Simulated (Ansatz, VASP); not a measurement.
# Two plane-wave programs on CrN2

```
Cr N
1.0
     3.90179    0.00000    0.00000
     0.00000    4.80951    0.00000
     0.00000    0.00000    2.78417
Cr N
2 4
Direct
  0.00000 0.00000 0.00000
  0.50000 0.50000 0.50000
  0.86617 0.58878 0.00000
  0.13383 0.41123 0.00000
  0.36617 0.91122 0.50000
  0.63383 0.08878 0.50000
```

Alike in both runs: task single point; functional PBEsol; k mesh 6 × 5 × 8; occupations fermi-dirac, width 0.05 eV; collinear spin; fixed moment 9 μB.

```csv
,VASP,Ansatz
version,VASP 6.6.1,Ansatz 0.2.0
potentials or method,"VASP PAW PBE potentials, release 64 (Cr_pv, N)",Ansatz PAW
plane-wave cutoff (eV),520,420
valence electrons in the cell,44,48
```

|  | VASP | Ansatz | Ansatz less VASP |
| --- | --- | --- | --- |
| pressure (GPa) | 19.3 | 18.8 | -0.52 |
| traceless stress, the component that is largest in VASP (GPa) | 16.49 | 16.91 | +0.429 |
| rms of the force components (eV/Å) | 1.298 | 1.349 | +0.0511 |
| net moment per atom (μB) | 1.50 | 1.50 | 0.000 |
| size of the moment on the site where the two differ most (μB) | 3.32 | 2.75 | -0.573 |

VASP's potentials were made for PBE, not for PBEsol. Site moments also hang on the region over which each program counts them. Atom by atom the forces differ by 0.051 eV/Å (rms over components). VASP's potentials hold 44 valence electrons a cell and Ansatz's 48, so a difference there can come from the potentials and not from the codes.
